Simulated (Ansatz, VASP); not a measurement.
## Bi in VASP and in Ansatz

```
CELL_PARAMETERS angstrom
2.25783 1.30356 4.02212
-2.25783 1.30356 4.02212
0.00000 -2.60711 4.02212
ATOMIC_POSITIONS crystal
Bi 0.23352 0.23352 0.23352
Bi 0.76648 0.76648 0.76648
```

Alike in both runs: functional r2SCAN; dispersion D3(BJ); k mesh 12 × 12 × 12; occupations fermi-dirac, width 0.15 eV; no spin polarisation.

Ansatz relaxed the structure, and its values are those at the end. VASP's run is a single point on that final structure, the one shown.

|  | VASP | Ansatz |
| --- | --- | --- |
| version | VASP 6.6.1 | Ansatz 0.2.0 |
| potentials or method | VASP PAW PBE potentials, release 64 (Bi_d), cutoff 520 eV | scalar-relativistic, plane waves, PAW |
| valence electrons in the cell | 30 | 30 |

```tsv
	VASP	Ansatz	Ansatz less VASP
gap on the k mesh at the Fermi level (eV)	none	none	-
pressure (GPa)	0.0	0.0	+0.04
rms of the force components (eV/Å)	0.005	0.000	-0.0044
```

VASP's potentials were made for PBE, not for r2SCAN. A gap of «none» marks a metal or a gap that the smearing closes. Ansatz's warnings: dispersion damping borrowed.

Neither program's run includes spin-orbit coupling.
